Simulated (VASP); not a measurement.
Here is a VASP 6.6.1 calculation.

The input POSCAR:

```
SiC
1.0
    0.0000000000      2.0551598508      2.0551598508
    2.0551598508      0.0000000000      2.0551598508
    2.0551598508      2.0551598508      0.0000000000
Si C
1 1
Direct
    0.0000000000      0.0000000000      0.0000000000
    0.2500000000      0.2500000000      0.2500000000
```

File INCAR.step1:

```
  ALGO = Normal
  EDIFF = 1E-4
  ENCUT = 520
  GGA = PE
  ISMEAR = 0
  LASPH = True
  LCHARG = False
  LREAL = False
  LWAVE = True
  NBANDS = 11
  NELM = 100
  PREC = Accurate
  SIGMA = 0.05
```

INCAR.step2

```
  ALGO = Normal
  EDIFF = 1E-6
  ENCUT = 520
  ISIF = 2
  ISMEAR = 0
  ISTART = 1
  LASPH = True
  LCHARG = False
  LMIXTAU = True
  LREAL = False
  LWAVE = False
  METAGGA = R2SCAN
  NBANDS = 11
  NELM = 100
  PREC = Accurate
  SIGMA = 0.05
```

The input KPOINTS:

```
k-points
0
Gamma
  10 10 10
```

Potentials or basis: VASP PAW PBE potentials, release 64 (Si, C).

Run with:

```console
$ cat potpaw_PBE.64/Si/POTCAR potpaw_PBE.64/C/POTCAR > POTCAR
$ cp INCAR.step1 INCAR
$ mpirun -np 1 vasp_std > vasp.out
$ cp INCAR.step2 INCAR
$ mpirun -np 1 vasp_std > vasp.out
```

(1) What does it give for the band gap on the k mesh?

(2) Predict the pressure.

Answers

(1) 1.59 eV, indirect (least direct gap 5.26 eV).

(2) 54.8 GPa.

Caveat: the PAW data sets were made with another functional, which shifts forces and pressure a little.
